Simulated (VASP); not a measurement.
A run of VASP 6.6.1 is set up as follows.

INCAR

```
SYSTEM = BaTiO3
PREC = Accurate
ENCUT = 1340
EDIFF = 1E-6
ISMEAR = 0
SIGMA = 0.02
LREAL = .FALSE.
LASPH = .TRUE.
NELM = 120
ALGO = Normal
ISIF = 2
LWAVE = .FALSE.
LCHARG = .FALSE.
GGA = PS
NBANDS = 28
GGA_COMPAT = .FALSE.
```

Contents of KPOINTS:

```
regular mesh
0
G
  8 8 8
  0 0 0
```

POSCAR

```
BaTiO3
1.0
    4.0095680257      0.0000000000      0.0000000000
    0.0000000000      3.9598279984      0.0000000000
    0.0000000000      0.0000000000      3.9598279984
Ba Ti O
1 1 3
Direct
    0.5000000000      0.5000000000      0.5000000000
    0.0000000000      0.0000000000      0.0000000000
    0.5000000000      0.0000000000      0.0000000000
    0.0000000000      0.5000000000      0.0000000000
    0.0000000000      0.0000000000      0.5000000000
```

Potentials or basis: VASP PAW PBE potentials, release 64 (Ba_sv, Ti_sv, O_h).

Command:

```bash
$ cat potpaw_PBE.64/Ba_sv/POTCAR potpaw_PBE.64/Ti_sv/POTCAR potpaw_PBE.64/O_h/POTCAR > POTCAR
$ mpirun -np 1 vasp_std > vasp.out
```

(1) Predict the band gap on the k mesh.

(2) Predict the pressure.

## Answers

(1) 1.71 eV (least direct gap 1.85 eV).

(2) 1.0 GPa.

Caveat: the cell differs from its parent crystal (uniaxial strain along a: +1.0 %, then relaxed in part); the PAW data sets were made with another functional, which shifts forces and pressure a little; spin-orbit coupling is left out, which moves the levels of the heavy elements.
